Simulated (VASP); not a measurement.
# SrTiO3 (R-3m) in VASP: further runs

SrTiO3 is run at these levels: PBEsol; tasks: single point.

All numbers are computed with VASP 6.6.1; they aren't measurements. Logs are shortened: lines on timing, memory, paths and dates and some standing lists are left out, and cuts for length are marked.

## Step 1: The cell of the first run

The structure is trigonal, space group R-3m (No. 166). Conventional cell: a = 4.611 Å, b = 4.611 Å, c = 9.600 Å, α = 90.00°, β = 90.00°, γ = 120.00°. Within 3.2 Å of Sr (site symmetry -3m) lie 6 O at 2.31 Å and 6 Ti at 3.11 Å. Ti (site symmetry -3m) has 6 O at 2.08 Å within 2.8 Å. Within 2.8 Å of O (site symmetry 2/m) lie 2 Ti at 2.08 Å and 2 Sr at 2.31 Å and 4 O at 2.31 Å.

## Step 2: Single point, PBEsol

Contents of INCAR:

```
PREC = Accurate
ENCUT = 520
EDIFF = 1E-6
ISMEAR = 0
SIGMA = 0.05
LREAL = F
LASPH = T
NELM = 60
ALGO = Normal
ISIF = 2
LWAVE = F
LCHARG = T
GGA = PS
LELF = T
LVHAR = T
NBANDS = 28
```

Contents of KPOINTS:

```
regular mesh
0
Gamma
  8 8 8
```

Contents of POSCAR:

```
SrTiO3
1.0
    4.0210437814      0.7607380127      0.7607380127
    0.7607380127      4.0210437814      0.7607380127
    0.7607380127      0.7607380127      4.0210437814
Sr Ti O
1 1 3
Direct
    0.0000000000      0.0000000000      0.0000000000
    0.5000000000      0.5000000000      0.5000000000
    0.0000000000      0.5000000000      0.5000000000
    0.5000000000      0.0000000000      0.5000000000
    0.5000000000      0.5000000000      0.0000000000
```

Potentials or basis: VASP PAW PBE potentials, release 64 (Sr_sv, Ti_sv, O).

Run with:

```
$ cat potpaw_PBE.64/Sr_sv/POTCAR potpaw_PBE.64/Ti_sv/POTCAR potpaw_PBE.64/O/POTCAR > POTCAR
$ mpirun -np 1 vasp_std > vasp.out
```

OUTCAR:

```text
PREC = Accurate
   ENCUT = 520
   EDIFF = 1E-6
   ISMEAR = 0
   LREAL = F
   LASPH = T
   NELM = 60
   ISIF = 2
   GGA = PS

 ion  position               nearest neighbor table
   1  0.000  0.000  0.000-   3 2.31   4 2.31   3 2.31   5 2.31   4 2.31   5 2.31   2 3.11   2 3.11
                             2 3.11   2 3.11   2 3.11   2 3.11   3 3.47   4 3.47   4 3.47   3 3.47
   2  0.500  0.500  0.500-   3 2.08   4 2.08   5 2.08   5 2.08   4 2.08   3 2.08   1 3.11   1 3.11
                             1 3.11   1 3.11   1 3.11   1 3.11
   3  0.000  0.500  0.500-   2 2.08   2 2.08   1 2.31   1 2.31   1 3.47   1 3.47
   4  0.500  0.000  0.500-   2 2.08   2 2.08   1 2.31   1 2.31   1 3.47   1 3.47
   5  0.500  0.500  0.000-   2 2.08   2 2.08   1 2.31   1 2.31   1 3.47   1 3.47

  LATTYP: Found a trigonal (rhomboedric) cell.
 ALAT       =     4.1624797585
 COS(alpha) =     0.3865030675

  Lattice vectors:

 A1 = (   4.0210437814,   0.7607380127,   0.7607380127)
 A2 = (   0.7607380127,   4.0210437814,   0.7607380127)
 A3 = (   0.7607380127,   0.7607380127,   4.0210437814)

Analysis of symmetry for initial positions (statically):
=====================================================================
 Subroutine PRICEL returns:
 Original cell was already a primitive cell.

 Routine SETGRP: Setting up the symmetry group for a
 trigonal (rhombohedral) supercell.

 Subroutine GETGRP returns: Found 12 space group operations
 (whereof 12 operations were pure point group operations)
 out of a pool of 12 trial point group operations.

The static configuration has the point symmetry D_3d.

Analysis of symmetry for dynamics (positions and initial velocities):
=====================================================================
 Subroutine PRICEL returns:
 Original cell was already a primitive cell.

 Routine SETGRP: Setting up the symmetry group for a
 trigonal (rhombohedral) supercell.

 Subroutine GETGRP returns: Found 12 space group operations
 (whereof 12 operations were pure point group operations)
 out of a pool of 12 trial point group operations.

The dynamic configuration has the point symmetry D_3d.

 Subroutine INISYM returns: Found 12 space group operations
 (whereof 12 operations are pure point group operations),
 and found     1 'primitive' translations

----------------------------------------------------------------------------------------

                                     Primitive cell

  volume of cell :      58.9147

  direct lattice vectors                    reciprocal lattice vectors
     4.021043781  0.760738013  0.760738013     0.264620916 -0.042098782 -0.042098782
     0.760738013  4.021043781  0.760738013    -0.042098782  0.264620916 -0.042098782
     0.760738013  0.760738013  4.021043781    -0.042098782 -0.042098782  0.264620916

  length of vectors
     4.162479758  4.162479758  4.162479758     0.271235772  0.271235772  0.271235772

  position of ions in fractional coordinates (direct lattice)
     0.000000000  0.000000000  0.000000000
     0.500000000  0.500000000  0.500000000
     0.000000000  0.500000000  0.500000000
     0.500000000  0.000000000  0.500000000
     0.500000000  0.500000000  0.000000000

  ion indices of the primitive-cell ions
   primitive index   ion index
                 1           1
                 2           2
                 3           3
                 4           4
                 5           5

----------------------------------------------------------------------------------------

 KPOINTS: regular mesh

Automatic generation of k-mesh.
 Grid dimensions read from file:
 generate k-points for:    8    8    8

 Generating k-lattice:

  Cartesian coordinates                     Fractional coordinates (reciprocal lattice)
     0.033077614 -0.005262348 -0.005262348     0.125000000  0.000000000  0.000000000
    -0.005262348  0.033077614 -0.005262348     0.000000000  0.125000000  0.000000000
    -0.005262348 -0.005262348  0.033077614     0.000000000  0.000000000  0.125000000

  Length of vectors
     0.033904471  0.033904471  0.033904471

  Shift w.r.t. Gamma in fractional coordinates (k-lattice)
     0.000000000  0.000000000  0.000000000

 Subroutine IBZKPT returns following result:
 ===========================================

 Found     65 irreducible k-points:

 Following reciprocal coordinates:
            Coordinates               Weight
  0.000000  0.000000  0.000000      1.000000
  0.125000 -0.000000 -0.000000      6.000000
  0.250000 -0.000000 -0.000000      6.000000
  0.375000 -0.000000 -0.000000      6.000000
  0.500000 -0.000000 -0.000000      3.000000
  0.125000  0.125000  0.000000      6.000000
[... 16 lines left out ...]
  0.250000  0.125000  0.125000      6.000000
  0.375000  0.125000  0.125000      6.000000
 [... further k-points ...]
   k-points           NKPTS =     65   k-points in BZ     NKDIM =     65   number of bands    NBANDS=     28
   number of dos      NEDOS =    301   number of ions     NIONS =      5
   total plane-waves  NPLWV =  32768
   dimension x,y,z NGX =    32 NGY =   32 NGZ =   32
   dimension x,y,z NGXF=    64 NGYF=   64 NGZF=   64
   ions per type =               1   1   3
   NGX,Y,Z   is equivalent  to a cutoff of  12.78, 12.78, 12.78 a.u.
   NGXF,Y,Z  is equivalent  to a cutoff of  25.56, 25.56, 25.56 a.u.
 SYSTEM =  unknown system
   PREC   = accura    normal or accurate (medium, high low for compatibility)
   ISTART =      0    job   : 0-new  1-cont  2-samecut
   ICHARG =      2    charge: 1-file 2-atom 10-const
   ISPIN  =      1    spin polarized calculation?
   LNONCOLLINEAR =      F non collinear calculations
   LSORBIT =      F    spin-orbit coupling
   LASPH  =      T    aspherical Exc in radial PAW
   ENCUT  =  520.0 eV  38.22 Ry    6.18 a.u.   7.74  7.74  7.74*2*pi/ulx,y,z
   NELM   =     60;   NELMIN=  2; NELMDL= -5     # of ELM steps
   EDIFF  = 0.1E-05   stopping-criterion for ELM
   LREAL  =      F    real-space projection
   EDIFFG = 0.1E-04   stopping-criterion for IOM
   NSW    =      0    number of steps for IOM
   IBRION =     -1    ionic relax: 0-MD 1-quasi-New 2-CG
   NFREE  =      0    steps in history (QN), initial steepest desc. (CG)
   ISIF   =      2    stress and relaxation
   ISYM   =      2    0-nonsym 1-usesym 2-fastsym
   POTIM  = 0.5000    time-step for ionic-motion
   TEBEG  =    0.0;   TEEND  =   0.0 temperature during run
   PSTRESS=    0.0 pullay stress
   NELECT =      40.0000    total number of electrons
   NUPDOWN=      -1.0000    fix difference up-down
   EMIN   =  10.00;   EMAX   =-10.00  energy-range for DOS
   EFERMI =   0.00;   METHOD = LEGACY
   ISMEAR =     0;   SIGMA  =   0.05  broadening in eV -4-tet -1-fermi 0-gaus
   EFERMI_NEDOS =   21; number of points for ismear=-14 and -15
   IALGO  =     38    algorithm
   IMIX   =      4    mixing-type and parameters
     AMIX     =   0.40;   BMIX     =  1.00
     AMIX_MAG =   1.60;   BMIX_MAG =  1.00
  volume/ion in A,a.u.               =      11.78        79.52
  Fermi-wavevector in a.u.,A,eV,Ry     =   1.438865  2.719061 28.168602  2.070334
  Thomas-Fermi vector in A             =   2.557785
   LORBIT       =      0    0 simple, 1 ext, 2 COOP (PROOUT), +10 PAW based schemes
   GGA     = PS    functional components
   LHFCALC =     F    Hartree Fock is set to
   AEXX    =    0.0000 exact exchange contribution
   IVDW    =     0    specifies the selected vdW correction
   LEPSILON=     F    determine dielectric tensor
   LRPA    =     F    only Hartree local field effects (RPA)
 non-spin polarized calculation
 Gauss-broadening in eV      SIGMA  =   0.05
  energy-cutoff  :      520.00
  volume of cell :       58.91
 maximum number of plane-waves:      1613
   NGX = 15   NGY = 15   NGZ = 15

 number of electron      39.9999998 magnetization

 Free energy of the ion-electron system (eV)
  ---------------------------------------------------
  ext. energy  EPLUGINS =         0.00000000
  ---------------------------------------------------
  free energy    TOTEN  =       -34.44075470 eV

  energy without entropy =      -34.43575777  energy(sigma->0) =      -34.43825624

 E-fermi :   5.7256     XC(G=0): -11.5233

 val. band max:        5.7148517227   @ k =   0.3750   0.3750   0.1250
 cond. band min:       5.7313475565   @ k =   0.3750   0.1250   0.1250
 fundamental gap:      0.0164958338
 Fermi energy:         5.7256182444

 k-point     1 :       0.0000    0.0000    0.0000
  band No.  band energies     occupation
      1     -52.0501      2.00000
      2     -28.4765      2.00000
      3     -28.4765      2.00000
      4     -28.2775      2.00000
      5     -27.5640      2.00000
      6     -13.5929      2.00000
[... 20 lines left out ...]
     27      11.1366      0.00000
     28      11.1366      0.00000

 k-point     2 :       0.1250   -0.0000   -0.0000
  band No.  band energies     occupation
      1     -52.0500      2.00000
      2     -28.4847      2.00000
      3     -28.4764      2.00000
      4     -28.2815      2.00000
      5     -27.5507      2.00000
      6     -13.6653      2.00000
[... 20 lines left out ...]
     27      11.1063      0.00000
     28      11.2629      0.00000

 k-point     3 :       0.2500   -0.0000   -0.0000
  band No.  band energies     occupation
      1     -52.0497      2.00000
      2     -28.5045      2.00000
      3     -28.4760      2.00000
      4     -28.2900      2.00000
      5     -27.5200      2.00000
      6     -13.8602      2.00000
[... 20 lines left out ...]
     27      10.8671      0.00000
     28      11.6256      0.00000

 k-point     4 :       0.3750   -0.0000   -0.0000
  band No.  band energies     occupation
      1     -52.0495      2.00000
      2     -28.5242      2.00000
      3     -28.4756      2.00000
      4     -28.2971      2.00000
      5     -27.4905      2.00000
      6     -14.0647      2.00000
[... 578 lines left out ...]
     27      11.2805      0.00000
     28      11.2805      0.00000

 k-point    23 :       0.2500    0.1250    0.1250
  band No.  band energies     occupation
      1     -52.0496      2.00000
      2     -28.4900      2.00000
      3     -28.4784      2.00000
      4     -28.3086      2.00000
      5     -27.5285      2.00000
      6     -13.5663      2.00000
[... 20 lines left out ...]
     27      11.0736      0.00000
     28      11.7126      0.00000

 k-point    24 :       0.3750    0.1250    0.1250
  band No.  band energies     occupation
      1     -52.0493      2.00000
      2     -28.5092      2.00000
      3     -28.4780      2.00000
      4     -28.3131      2.00000
      5     -27.5030      2.00000
      6     -13.7717      2.00000
[... 20 lines left out ...]
     27      10.6996      0.00000
     28      12.4343      0.00000

 [... further k-points ...]
[... 5 lines left out ...]
  --------------------------------------------------------------------------------------
  -------------------------------------------------------------------------------------
  Total        6.5479919      6.5479919      6.5479919    -12.9639963    -12.9639963    -12.9639963
  in kB      178.0716552    178.0716552    178.0716552   -352.5539305   -352.5539305   -352.5539305
  external PRESSURE =     178.0716552 kB  Pullay stress =       0.0000000 kB

 VOLUME and BASIS-vectors are now :
 -----------------------------------------------------------------------------
  energy-cutoff  :      520.00
  volume of cell :       58.91
      direct lattice vectors                 reciprocal lattice vectors
     4.021043781  0.760738013  0.760738013     0.264620916 -0.042098782 -0.042098782
     0.760738013  4.021043781  0.760738013    -0.042098782  0.264620916 -0.042098782
     0.760738013  0.760738013  4.021043781    -0.042098782 -0.042098782  0.264620916

 POSITION                                       TOTAL-FORCE (eV/Angst)
 -----------------------------------------------------------------------------------
      0.00000      0.00000      0.00000        -0.000000     -0.000000     -0.000000
      2.77126      2.77126      2.77126         0.000000      0.000000      0.000000
      0.76074      2.39089      2.39089        -0.000000     -0.000000      0.000000
      2.39089      0.76074      2.39089        -0.000000     -0.000000     -0.000000
      2.39089      2.39089      0.76074         0.000000     -0.000000     -0.000000
 -----------------------------------------------------------------------------------
    total drift:                               -0.000000     -0.000000     -0.000000

  FREE ENERGIE OF THE ION-ELECTRON SYSTEM (eV)
  ---------------------------------------------------
  free  energy   TOTEN  =       -34.4407546979 eV

  energy  without entropy=      -34.4357577741  energy(sigma->0) =      -34.43825624
```

Run time: 2.2 min. Hardware: 1 thread of Intel Xeon 8259CL, shared host; peak memory 0.25 GiB.

What came out:

```yaml
Free_energy: -34.4408 eV
Pressure: 17.8 GPa
Band_gap_on_the_k_mesh: zero (bands 20 and 21 overlap by 1.00 eV)
```

Stress tensor (GPa, compression positive):
```
 17.81 -35.26 -35.26
-35.26  17.81 -35.26
-35.26 -35.26  17.81
```

Levels at points of the mesh, in eV from the Fermi level:
```tsv
k point	band 17	band 18	band 19	band 20	band 21	band 22	band 23	band 24
(0.00, 0.00, 0.00)	-2.73	-1.13	-1.04	-0.76	-0.76	0.37	0.37	1.85
(0.50, 0.00, 0.00)	-3.36	-3.10	-2.48	-0.08	-0.03	1.06	1.41	2.01
(0.50, 0.50, 0.00)	-3.72	-2.56	-1.98	-0.21	0.73	1.04	1.56	2.45
(0.50, 0.50, 0.50)	-3.51	-1.02	0.24	0.24	1.49	1.49	1.95	4.98
```

Caveat: the cell stands under pressure; the PAW data sets were made with another functional, which shifts forces and pressure a little.

## Step 3: Single point, PBEsol

This run uses another cell than the first one, of the same volume but with other edges.

Contents of INCAR:

```
  ALGO = Normal
  EDIFF = 1E-6
  ENCUT = 520
  GGA = PS
  ISIF = 2
  ISMEAR = 0
  LASPH = True
  LCHARG = False
  LREAL = False
  LWAVE = False
  NBANDS = 28
  NELM = 100
  PREC = Accurate
  SIGMA = 0.05
```

Contents of KPOINTS:

```
k-points
0
Gamma
  8 8 8
```

POSCAR, as its differences from that of step 2:

```diff
@@ -2,5 +2,5 @@
 1.0
-    4.0210437814      0.7607380127      0.7607380127
-    0.7607380127      4.0210437814      0.7607380127
-    0.7607380127      0.7607380127      4.0210437814
+    3.8933790621     -0.0930158820     -0.0930158820
+   -0.0930158820      3.8933790621     -0.0930158820
+   -0.0930158820     -0.0930158820      3.8933790621
 Sr Ti O
```

Potentials or basis: VASP PAW PBE potentials, release 64 (Sr_sv, Ti_sv, O).

Run with:

```
$ cat potpaw_PBE.64/Sr_sv/POTCAR potpaw_PBE.64/Ti_sv/POTCAR potpaw_PBE.64/O/POTCAR > POTCAR
$ mpirun -np 1 vasp_std > vasp.out
```

OUTCAR:

```text
EDIFF = 1E-6
   ENCUT = 520
   GGA = PS
   ISIF = 2
   ISMEAR = 0
   LASPH = True
   LREAL = False
   NELM = 100
   PREC = Accurate

 ion  position               nearest neighbor table
   1  0.000  0.000  0.000-   3 2.69   4 2.69   5 2.69   3 2.69   4 2.69   5 2.69   5 2.82   3 2.82
                             4 2.82   5 2.82   4 2.82   3 2.82   2 3.21   2 3.21   2 3.43   2 3.43
   2  0.500  0.500  0.500-   3 1.95   4 1.95   5 1.95   5 1.95   4 1.95   3 1.95   1 3.21   1 3.21
                             1 3.43   1 3.43   1 3.43   1 3.43   1 3.43   1 3.43
   3  0.000  0.500  0.500-   2 1.95   2 1.95   1 2.69   1 2.69   1 2.82   1 2.82
   4  0.500  0.000  0.500-   2 1.95   2 1.95   1 2.69   1 2.69   1 2.82   1 2.82
   5  0.500  0.500  0.000-   2 1.95   2 1.95   1 2.69   1 2.69   1 2.82   1 2.82

  LATTYP: Found a trigonal (rhomboedric) cell.
 ALAT       =     3.8956006507
 COS(alpha) =    -0.0471569688

  Lattice vectors:

 A1 = (   3.8933790621,  -0.0930158820,  -0.0930158820)
 A2 = (  -0.0930158820,   3.8933790621,  -0.0930158820)
 A3 = (  -0.0930158820,  -0.0930158820,   3.8933790621)

Analysis of symmetry for initial positions (statically):
[... 177 lines left out ...]

  energy without entropy =      -41.86608600  energy(sigma->0) =      -41.86608600

 E-fermi :   4.4711     XC(G=0): -11.5947

 val. band max:        4.2056248386   @ k =   0.5000   0.5000   0.5000
 cond. band min:       5.7259494579   @ k =   0.0000   0.0000   0.0000
 fundamental gap:      1.5203246192
 Fermi energy:         4.4711143812

 k-point     1 :       0.0000    0.0000    0.0000
  band No.  band energies     occupation
      1     -52.0568      2.00000
      2     -28.4978      2.00000
      3     -28.4643      2.00000
      4     -28.4060      2.00000
      5     -28.4060      2.00000
      6     -13.2835      2.00000
[... 733 lines left out ...]
     27      11.4995      0.00000
     28      12.3056      0.00000

 [... further k-points ...]
[... 5 lines left out ...]
  --------------------------------------------------------------------------------------
  -------------------------------------------------------------------------------------
  Total        0.3361743      0.3361743      0.3361743      2.0716070      2.0716070      2.0716070
  in kB        9.1422100      9.1422100      9.1422100     56.3370402     56.3370402     56.3370402
  external PRESSURE =       9.1422100 kB  Pullay stress =       0.0000000 kB

 VOLUME and BASIS-vectors are now :
 -----------------------------------------------------------------------------
  energy-cutoff  :      520.00
  volume of cell :       58.91
      direct lattice vectors                 reciprocal lattice vectors
     3.893379062 -0.093015882 -0.093015882     0.257147026  0.006293808  0.006293808
    -0.093015882  3.893379062 -0.093015882     0.006293808  0.257147026  0.006293808
    -0.093015882 -0.093015882  3.893379062     0.006293808  0.006293808  0.257147026

 POSITION                                       TOTAL-FORCE (eV/Angst)
 -----------------------------------------------------------------------------------
      0.00000      0.00000      0.00000         0.000000     -0.000000      0.000000
      1.85367      1.85367      1.85367        -0.000000      0.000000      0.000000
     -0.09302      1.90018      1.90018         0.000000     -0.000000      0.000000
      1.90018     -0.09302      1.90018         0.000000      0.000000     -0.000000
      1.90018      1.90018     -0.09302         0.000000     -0.000000      0.000000
 -----------------------------------------------------------------------------------
    total drift:                                0.000000      0.000000     -0.000000

  FREE ENERGIE OF THE ION-ELECTRON SYSTEM (eV)
  ---------------------------------------------------
  free  energy   TOTEN  =       -41.8660860019 eV

  energy  without entropy=      -41.8660860019  energy(sigma->0) =      -41.86608600
```

Run time: 2.6 min. Hardware: 1 thread of Intel Xeon 8259CL, shared host; peak memory 0.25 GiB.

What came out:

| Item | Value |
| --- | --- |
| Free energy | -41.8661 eV |
| Pressure | 0.9 GPa |
| Band gap on the k mesh | 1.52 eV (least direct gap 1.73 eV) |

Levels at points of the mesh, in eV from the valence-band top:
```
           k point  band 18  band 19  band 20  band 21  band 22  band 23
(0.00, 0.00, 0.00)    -0.49    -0.49    -0.21     1.52     1.77     1.77
(0.50, 0.00, 0.00)    -2.16    -1.04    -0.60     1.89     3.68     3.73
(0.50, 0.50, 0.00)    -1.71    -1.63    -0.15     3.61     3.77     4.18
(0.50, 0.50, 0.50)    -0.09    -0.09     0.00     4.30     4.46     4.46
```

Caveat: the PAW data sets were made with another functional, which shifts forces and pressure a little.
